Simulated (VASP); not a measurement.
# PbS in VASP: further runs

PbS is run at these levels: PBE; tasks: single point.

Everything below comes from runs of VASP 6.6.1. Logs are shortened: lines on timing, memory, paths and dates and some standing lists are left out, and cuts for length are marked.

### 1 The cell of the first run

The structure is trigonal, space group R-3m (No. 166). The conventional cell has a = 4.115 Å, b = 4.115 Å, c = 9.772 Å, α = 90.00°, β = 90.00°, γ = 120.00°. Within 3.8 Å of Pb (site symmetry -3m) lie 6 S at 2.88 Å. S (site symmetry -3m) has 6 Pb at 2.88 Å within 3.8 Å.

### 2 Single point, PBE (strained)

INCAR reads:

```
SYSTEM = PbS
PREC = Accurate ; ENCUT = 520
EDIFF = 1E-7 ; ISMEAR = 0
SIGMA = 0.05 ; LREAL = .False.
LASPH = .True. ; NELM = 80
ALGO = Normal ; ISIF = 2
LWAVE = .False. ; LCHARG = .False.
GGA = PE ; NBANDS = 17
```

KPOINTS reads:

```
regular mesh
0
Gamma
  10 10 10
  0 0 0
```

POSCAR reads:

```
PbS
1.0
    0.0593000000      2.8506399500      2.8506399500
    2.9099399500      0.0000000000      2.9099399500
    2.9099399500      2.9099399500      0.0000000000
Pb S
1 1
Direct
    0.0000000000      0.0000000000      0.0000000000
    0.5000000000      0.5000000000      0.5000000000
```

Potentials or basis: VASP PAW PBE potentials, release 64 (Pb_d, S).

The run is started by

```bash
> cat potpaw_PBE.64/Pb_d/POTCAR potpaw_PBE.64/S/POTCAR > POTCAR
> mpirun -np 1 vasp_std > vasp.out
```

OUTCAR:

```text
SYSTEM = PbS
   PREC = Accurate
   ENCUT = 520
   EDIFF = 1E-7
   ISMEAR = 0
   LREAL = .False.
   LASPH = .True.
   NELM = 80
   ISIF = 2
   GGA = PE

 ion  position               nearest neighbor table
   1  0.000  0.000  0.000-   2 2.88   2 2.88   2 2.88   2 2.88   2 2.88   2 2.88
   2  0.500  0.500  0.500-   1 2.88   1 2.88   1 2.88   1 2.88   1 2.88   1 2.88

  LATTYP: Found a trigonal (rhomboedric) cell.
 ALAT       =     4.0318497912
 COS(alpha) =     0.4790939925

  Lattice vectors:

 A1 = (  -2.8506399500,   2.8506399500,  -0.0593000000)
 A2 = (  -2.8506399500,  -0.0593000000,   2.8506399500)
 A3 = (   0.0593000000,   2.8506399500,   2.8506399500)

Analysis of symmetry for initial positions (statically):
=====================================================================
 Subroutine PRICEL returns:
 Original cell was already a primitive cell.

 Routine SETGRP: Setting up the symmetry group for a
 trigonal (rhombohedral) supercell.

 Subroutine GETGRP returns: Found 12 space group operations
 (whereof 12 operations were pure point group operations)
 out of a pool of 12 trial point group operations.

The static configuration has the point symmetry D_3d.

Analysis of symmetry for dynamics (positions and initial velocities):
=====================================================================
 Subroutine PRICEL returns:
 Original cell was already a primitive cell.

 Routine SETGRP: Setting up the symmetry group for a
 trigonal (rhombohedral) supercell.

 Subroutine GETGRP returns: Found 12 space group operations
 (whereof 12 operations were pure point group operations)
 out of a pool of 12 trial point group operations.

The dynamic configuration has the point symmetry D_3d.

 Subroutine INISYM returns: Found 12 space group operations
 (whereof 12 operations are pure point group operations),
 and found     1 'primitive' translations

----------------------------------------------------------------------------------------

                                     Primitive cell

  volume of cell :      47.7749

  direct lattice vectors                    reciprocal lattice vectors
     0.059300000  2.850639950  2.850639950    -0.177242744  0.177242744  0.177242744
     2.909939950  0.000000000  2.909939950     0.173630816 -0.173630816  0.170018887
     2.909939950  2.909939950  0.000000000     0.173630816  0.170018887 -0.173630816

  length of vectors
     4.031849791  4.115276543  4.115276543     0.306993438  0.298666608  0.298666608

  position of ions in fractional coordinates (direct lattice)
     0.000000000  0.000000000  0.000000000
     0.500000000  0.500000000  0.500000000

  ion indices of the primitive-cell ions
   primitive index   ion index
                 1           1
                 2           2

----------------------------------------------------------------------------------------

 KPOINTS: regular mesh

Automatic generation of k-mesh.
 Grid dimensions read from file:
 generate k-points for:   10   10   10

 Generating k-lattice:

  Cartesian coordinates                     Fractional coordinates (reciprocal lattice)
    -0.017724274  0.017724274  0.017724274     0.100000000  0.000000000  0.000000000
     0.017363082 -0.017363082  0.017001889     0.000000000  0.100000000  0.000000000
     0.017363082  0.017001889 -0.017363082     0.000000000  0.000000000  0.100000000

  Length of vectors
     0.030699344  0.029866661  0.029866661

  Shift w.r.t. Gamma in fractional coordinates (k-lattice)
     0.000000000  0.000000000  0.000000000

 Subroutine IBZKPT returns following result:
 ===========================================

 Found    116 irreducible k-points:

 Following reciprocal coordinates:
            Coordinates               Weight
  0.000000  0.000000  0.000000      1.000000
  0.100000  0.000000  0.000000      2.000000
  0.200000  0.000000  0.000000      2.000000
  0.300000  0.000000  0.000000      2.000000
  0.400000  0.000000  0.000000      2.000000
  0.500000  0.000000  0.000000      1.000000
[... 16 lines left out ...]
 -0.400000  0.200000  0.000000      6.000000
 -0.300000  0.200000  0.000000      6.000000
 [... further k-points ...]
   k-points           NKPTS =    116   k-points in BZ     NKDIM =    116   number of bands    NBANDS=     17
   number of dos      NEDOS =    301   number of ions     NIONS =      2
   total plane-waves  NPLWV =  30720
   dimension x,y,z NGX =    30 NGY =   32 NGZ =   32
   dimension x,y,z NGXF=    60 NGYF=   64 NGZF=   64
   ions per type =               1   1
   NGX,Y,Z   is equivalent  to a cutoff of  12.37, 12.93, 12.93 a.u.
   NGXF,Y,Z  is equivalent  to a cutoff of  24.74, 25.85, 25.85 a.u.
 SYSTEM =  PbS
   PREC   = accura    normal or accurate (medium, high low for compatibility)
   ISTART =      0    job   : 0-new  1-cont  2-samecut
   ICHARG =      2    charge: 1-file 2-atom 10-const
   ISPIN  =      1    spin polarized calculation?
   LNONCOLLINEAR =      F non collinear calculations
   LSORBIT =      F    spin-orbit coupling
   LASPH  =      T    aspherical Exc in radial PAW
   ENCUT  =  520.0 eV  38.22 Ry    6.18 a.u.   7.50  7.65  7.65*2*pi/ulx,y,z
   NELM   =     80;   NELMIN=  2; NELMDL= -5     # of ELM steps
   EDIFF  = 0.1E-06   stopping-criterion for ELM
   LREAL  =      F    real-space projection
   EDIFFG = 0.1E-05   stopping-criterion for IOM
   NSW    =      0    number of steps for IOM
   IBRION =     -1    ionic relax: 0-MD 1-quasi-New 2-CG
   NFREE  =      0    steps in history (QN), initial steepest desc. (CG)
   ISIF   =      2    stress and relaxation
   ISYM   =      2    0-nonsym 1-usesym 2-fastsym
   POTIM  = 0.5000    time-step for ionic-motion
   TEBEG  =    0.0;   TEEND  =   0.0 temperature during run
   PSTRESS=    0.0 pullay stress
   NELECT =      20.0000    total number of electrons
   NUPDOWN=      -1.0000    fix difference up-down
   EMIN   =  10.00;   EMAX   =-10.00  energy-range for DOS
   EFERMI =   0.00;   METHOD = LEGACY
   ISMEAR =     0;   SIGMA  =   0.05  broadening in eV -4-tet -1-fermi 0-gaus
   EFERMI_NEDOS =   21; number of points for ismear=-14 and -15
   IALGO  =     38    algorithm
   IMIX   =      4    mixing-type and parameters
     AMIX     =   0.40;   BMIX     =  1.00
     AMIX_MAG =   1.60;   BMIX_MAG =  1.00
  volume/ion in A,a.u.               =      23.89       161.20
  Fermi-wavevector in a.u.,A,eV,Ry     =   1.224668  2.314287 20.406171  1.499811
  Thomas-Fermi vector in A             =   2.359734
   LORBIT       =      0    0 simple, 1 ext, 2 COOP (PROOUT), +10 PAW based schemes
   GGA     = PE    functional components
   LHFCALC =     F    Hartree Fock is set to
   AEXX    =    0.0000 exact exchange contribution
   IVDW    =     0    specifies the selected vdW correction
   LEPSILON=     F    determine dielectric tensor
   LRPA    =     F    only Hartree local field effects (RPA)
 non-spin polarized calculation
 Gauss-broadening in eV      SIGMA  =   0.05
  energy-cutoff  :      520.00
  volume of cell :       47.77
 maximum number of plane-waves:      1303
 NGX is ok and might be reduce to    30
   NGX = 15   NGY = 15   NGZ = 15

 number of electron      20.0000000 magnetization

 Free energy of the ion-electron system (eV)
  ---------------------------------------------------
  ext. energy  EPLUGINS =         0.00000000
  ---------------------------------------------------
  free energy    TOTEN  =        -8.60795986 eV

  energy without entropy =       -8.60780617  energy(sigma->0) =       -8.60788302

 E-fermi :   7.1884     XC(G=0): -10.1052

 val. band max:        7.0145277116   @ k =   0.5000   0.0000   0.0000
 cond. band min:       7.2006692211   @ k =   0.0000   0.5000   0.0000
 fundamental gap:      0.1861415095
 Fermi energy:         7.1884272227

 k-point     1 :       0.0000    0.0000    0.0000
  band No.  band energies     occupation
      1      -9.9682      2.00000
      2      -9.9682      2.00000
      3      -9.9640      2.00000
      4      -9.9464      2.00000
      5      -9.9464      2.00000
      6      -7.4037      2.00000
[... 9 lines left out ...]
     16      13.8248      0.00000
     17      15.4319      0.00000

 k-point     2 :       0.1000    0.0000    0.0000
  band No.  band energies     occupation
      1      -9.9641      2.00000
      2      -9.9612      2.00000
      3      -9.9612      2.00000
      4      -9.9512      2.00000
      5      -9.9512      2.00000
      6      -7.3020      2.00000
[... 9 lines left out ...]
     16      13.7005      0.00000
     17      16.5390      0.00000

 k-point     3 :       0.2000    0.0000    0.0000
  band No.  band energies     occupation
      1      -9.9647      2.00000
      2      -9.9639      2.00000
      3      -9.9639      2.00000
      4      -9.9429      2.00000
      5      -9.9429      2.00000
      6      -7.0085      2.00000
[... 9 lines left out ...]
     16      14.3341      0.00000
     17      18.4080      0.00000

 k-point     4 :       0.3000    0.0000    0.0000
  band No.  band energies     occupation
      1      -9.9795      2.00000
      2      -9.9795      2.00000
      3      -9.9661      2.00000
      4      -9.9202      2.00000
      5      -9.9202      2.00000
      6      -6.5693      2.00000
[... 9 lines left out ...]
     16      15.2647      0.00000
     17      20.1870      0.00000
[... 343 lines left out ...]
      1     -10.0613      2.00000
      2      -9.9667      2.00000
      3      -9.9632      2.00000
      4      -9.9146      2.00000
      5      -9.8901      2.00000
      6      -5.7097      2.00000
[... 9 lines left out ...]
     16      17.5582      0.00000
     17      18.2606      0.00000

 k-point    23 :      -0.4000    0.2000    0.0000
  band No.  band energies     occupation
      1     -10.0472      2.00000
      2      -9.9766      2.00000
      3      -9.9542      2.00000
      4      -9.9153      2.00000
      5      -9.8977      2.00000
      6      -5.6544      2.00000
[... 9 lines left out ...]
     16      16.4967      0.00000
     17      19.1008      0.00000

 k-point    24 :      -0.3000    0.2000    0.0000
  band No.  band energies     occupation
      1     -10.0206      2.00000
      2      -9.9809      2.00000
      3      -9.9536      2.00000
      4      -9.9160      2.00000
      5      -9.9146      2.00000
      6      -5.9670      2.00000
[... 9 lines left out ...]
     16      17.3338      0.00000
     17      18.5553      0.00000

 [... further k-points ...]
[... 5 lines left out ...]
  --------------------------------------------------------------------------------------
  -------------------------------------------------------------------------------------
  Total        2.5747372      2.5747372      2.5747372     -0.0937444      0.0937444     -0.0937444
  in kB       86.3463344     86.3463344     86.3463344     -3.1438114      3.1438114     -3.1438114
  external PRESSURE =      86.3463344 kB  Pullay stress =       0.0000000 kB

 VOLUME and BASIS-vectors are now :
 -----------------------------------------------------------------------------
  energy-cutoff  :      520.00
  volume of cell :       47.77
      direct lattice vectors                 reciprocal lattice vectors
     0.059300000  2.850639950  2.850639950    -0.177242744  0.177242744  0.177242744
     2.909939950  0.000000000  2.909939950     0.173630816 -0.173630816  0.170018887
     2.909939950  2.909939950  0.000000000     0.173630816  0.170018887 -0.173630816

 POSITION                                       TOTAL-FORCE (eV/Angst)
 -----------------------------------------------------------------------------------
      0.00000      0.00000      0.00000         0.000000     -0.000000      0.000000
      2.93959      2.88029      2.88029        -0.000000      0.000000      0.000000
 -----------------------------------------------------------------------------------
    total drift:                               -0.000000      0.000000      0.000000

  FREE ENERGIE OF THE ION-ELECTRON SYSTEM (eV)
  ---------------------------------------------------
  free  energy   TOTEN  =        -8.6079598620 eV

  energy  without entropy=       -8.6078061695  energy(sigma->0) =       -8.60788302
```

It took 36 s on 1 thread of Intel Xeon 6975P-C (Granite Rapids), shared host; peak memory 0.24 GiB.

Results:

```yaml
Free_energy: -8.6080 eV
Pressure: 8.6 GPa
Band_gap_on_the_k_mesh: zero (band 10 reaches 7.20 eV, above the bottom of band 11 at 7.01 eV)
```

Stress tensor (GPa, compression positive):
```
 8.63 -0.31 -0.31
-0.31  8.63  0.31
-0.31  0.31  8.63
```

Levels at points of the mesh, in eV from the Fermi level:
| k point | band 6 | band 7 | band 8 | band 9 | band 10 | band 11 | band 12 | band 13 | band 14 | band 15 |
| --- | --- | --- | --- | --- | --- | --- | --- | --- | --- | --- |
| (0.00, 0.00, 0.00) | -14.59 | -6.03 | -2.86 | -2.86 | -2.62 | 5.31 | 5.33 | 5.33 | 6.20 | 6.20 |
| (0.50, 0.00, 0.00) | -13.07 | -9.44 | -2.39 | -2.39 | -0.21 | -0.17 | 1.40 | 1.40 | 8.65 | 9.92 |
| (0.00, 0.50, 0.00) | -13.13 | -9.61 | -2.33 | -2.24 | 0.01 | 0.02 | 1.59 | 1.75 | 8.60 | 9.52 |
| (0.50, 0.50, 0.00) | -12.51 | -7.50 | -6.14 | -4.31 | -4.09 | 3.31 | 5.57 | 5.87 | 6.01 | 11.05 |

Caveat: the cell differs from its parent crystal (strained); spin-orbit coupling is left out, which moves the levels of the heavy elements.

### 3 Single point, PBE

This run uses another cell than the first one, of 26.07 Å³/atom, 1.091 times its volume.

INCAR reads:

```
SYSTEM = PbS
PREC = Accurate ; ENCUT = 520
EDIFF = 1E-7 ; ISMEAR = 0
SIGMA = 0.1 ; LREAL = .FALSE.
LASPH = .TRUE. ; NELM = 80
ALGO = Normal ; ISIF = 2
LWAVE = .FALSE. ; LCHARG = .TRUE.
GGA = PE ; LELF = .TRUE.
LVHAR = .TRUE. ; NBANDS = 17
```

KPOINTS reads:

```
Automatic mesh
0
G
  6 6 6
  0 0 0
```

POSCAR reads:

```
PbS
1.0
    0.0000000000      2.9650000000      2.9650000000
    2.9650000000      0.0000000000      2.9650000000
    2.9650000000      2.9650000000      0.0000000000
Pb S
1 1
Direct
    0.0000000000      0.0000000000      0.0000000000
    0.5000000000      0.5000000000      0.5000000000
```

Potentials or basis: VASP PAW PBE potentials, release 64 (Pb_d, S).

The run is started by

```bash
> cat potpaw_PBE.64/Pb_d/POTCAR potpaw_PBE.64/S/POTCAR > POTCAR
> mpirun -np 1 vasp_std > vasp.out
```

OUTCAR:

```text
SYSTEM = PbS
   PREC = Accurate
   ENCUT = 520
   EDIFF = 1E-7
   ISMEAR = 0
   LREAL = .FALSE.
   LASPH = .TRUE.
   NELM = 80
   ISIF = 2
   GGA = PE

 ion  position               nearest neighbor table
   1  0.000  0.000  0.000-   2 2.96   2 2.96   2 2.96   2 2.96   2 2.96   2 2.96
   2  0.500  0.500  0.500-   1 2.96   1 2.96   1 2.96   1 2.96   1 2.96   1 2.96

  LATTYP: Found a face centered cubic cell.
 ALAT       =     5.9300000000

  Lattice vectors:

 A1 = (   0.0000000000,   2.9650000000,   2.9650000000)
 A2 = (   2.9650000000,   0.0000000000,   2.9650000000)
 A3 = (   2.9650000000,   2.9650000000,   0.0000000000)

Analysis of symmetry for initial positions (statically):
=====================================================================
 Subroutine PRICEL returns:
 Original cell was already a primitive cell.

 Routine SETGRP: Setting up the symmetry group for a
 face centered cubic supercell.

 Subroutine GETGRP returns: Found 48 space group operations
 (whereof 48 operations were pure point group operations)
 out of a pool of 48 trial point group operations.

The static configuration has the point symmetry O_h .

Analysis of symmetry for dynamics (positions and initial velocities):
=====================================================================
 Subroutine PRICEL returns:
 Original cell was already a primitive cell.

 Routine SETGRP: Setting up the symmetry group for a
 face centered cubic supercell.

 Subroutine GETGRP returns: Found 48 space group operations
 (whereof 48 operations were pure point group operations)
 out of a pool of 48 trial point group operations.

The dynamic configuration has the point symmetry O_h .

 Subroutine INISYM returns: Found 48 space group operations
 (whereof 48 operations are pure point group operations),
 and found     1 'primitive' translations

----------------------------------------------------------------------------------------

                                     Primitive cell
[... 100 lines left out ...]
   IMIX   =      4    mixing-type and parameters
     AMIX     =   0.40;   BMIX     =  1.00
     AMIX_MAG =   1.60;   BMIX_MAG =  1.00
  volume/ion in A,a.u.               =      26.07       175.90
  Fermi-wavevector in a.u.,A,eV,Ry     =   1.189552  2.247928 19.252709  1.415034
  Thomas-Fermi vector in A             =   2.325657
   LORBIT       =      0    0 simple, 1 ext, 2 COOP (PROOUT), +10 PAW based schemes
   GGA     = PE    functional components
   LHFCALC =     F    Hartree Fock is set to
   AEXX    =    0.0000 exact exchange contribution
   IVDW    =     0    specifies the selected vdW correction
   LEPSILON=     F    determine dielectric tensor
   LRPA    =     F    only Hartree local field effects (RPA)
 non-spin polarized calculation
 Gauss-broadening in eV      SIGMA  =   0.10
  energy-cutoff  :      520.00
  volume of cell :       52.13
 maximum number of plane-waves:      1420
   NGX = 15   NGY = 15   NGZ = 15

 number of electron      19.9999998 magnetization

 Free energy of the ion-electron system (eV)
  ---------------------------------------------------
  ext. energy  EPLUGINS =         0.00000000
  ---------------------------------------------------
  free energy    TOTEN  =        -8.75703963 eV

  energy without entropy =       -8.75696159  energy(sigma->0) =       -8.75700061

 E-fermi :   6.0129     XC(G=0):  -9.6868

 val. band max:        5.8315722426   @ k =   0.5000   0.0000   0.0000
 cond. band min:       6.1942038217   @ k =   0.5000   0.0000   0.0000
 fundamental gap:      0.3626315791
 Fermi energy:         6.0128880280

 k-point     1 :       0.0000    0.0000    0.0000
  band No.  band energies     occupation
      1     -10.9923      2.00000
      2     -10.9923      2.00000
      3     -10.9923      2.00000
      4     -10.9760      2.00000
      5     -10.9760      2.00000
      6      -7.7744      2.00000
[... 297 lines left out ...]
      4     -10.9538      2.00000
      5     -10.9312      2.00000
      6      -6.0701      2.00000
[... 9 lines left out ...]
     16      17.6768      0.00000
     17      18.0844      0.00000

------------------------ aborting loop because EDIFF is reached ----------------------------------------

  FORCE on cell =-STRESS in cart. coord.  units (eV):
  Direction    XX          YY          ZZ          XY          YZ          ZX
  --------------------------------------------------------------------------------------
  -------------------------------------------------------------------------------------
  Total        0.7102487      0.7102487      0.7102487      0.0000000      0.0000000      0.0000000
  in kB       21.8281504     21.8281504     21.8281504      0.0000000      0.0000000      0.0000000
  external PRESSURE =      21.8281504 kB  Pullay stress =       0.0000000 kB

 VOLUME and BASIS-vectors are now :
 -----------------------------------------------------------------------------
  energy-cutoff  :      520.00
  volume of cell :       52.13
      direct lattice vectors                 reciprocal lattice vectors
     0.000000000  2.965000000  2.965000000    -0.168634064  0.168634064  0.168634064
     2.965000000  0.000000000  2.965000000     0.168634064 -0.168634064  0.168634064
     2.965000000  2.965000000  0.000000000     0.168634064  0.168634064 -0.168634064

 POSITION                                       TOTAL-FORCE (eV/Angst)
 -----------------------------------------------------------------------------------
      0.00000      0.00000      0.00000         0.000000      0.000000     -0.000000
      2.96500      2.96500      2.96500         0.000000      0.000000      0.000000
 -----------------------------------------------------------------------------------
    total drift:                                0.000000     -0.000000     -0.000000

  FREE ENERGIE OF THE ION-ELECTRON SYSTEM (eV)
  ---------------------------------------------------
  free  energy   TOTEN  =        -8.7570396288 eV

  energy  without entropy=       -8.7569615919  energy(sigma->0) =       -8.75700061
```

It took 11 s on 1 thread of Intel Xeon Platinum 8259CL at 2.50GHz (Skylake/Cascade Lake), shared host; peak memory 0.17 GiB.

Results:

* Free energy: -8.7570 eV
* Pressure: 2.2 GPa
* Band gap on the k mesh: 0.36 eV, direct

Levels at points of the mesh, in eV from the valence-band top:
```tsv
k point	band 8	band 9	band 10	band 11	band 12	band 13
(0.00, 0.00, 0.00)	-2.18	-2.18	-2.18	5.22	5.22	5.22
(0.50, 0.00, 0.00)	-1.79	-1.79	0.00	0.36	1.96	1.96
(0.50, 0.50, 0.00)	-5.20	-3.45	-3.45	3.86	5.58	5.69
```

Caveat: spin-orbit coupling is left out, which moves the levels of the heavy elements. A k mesh can miss the band edges.
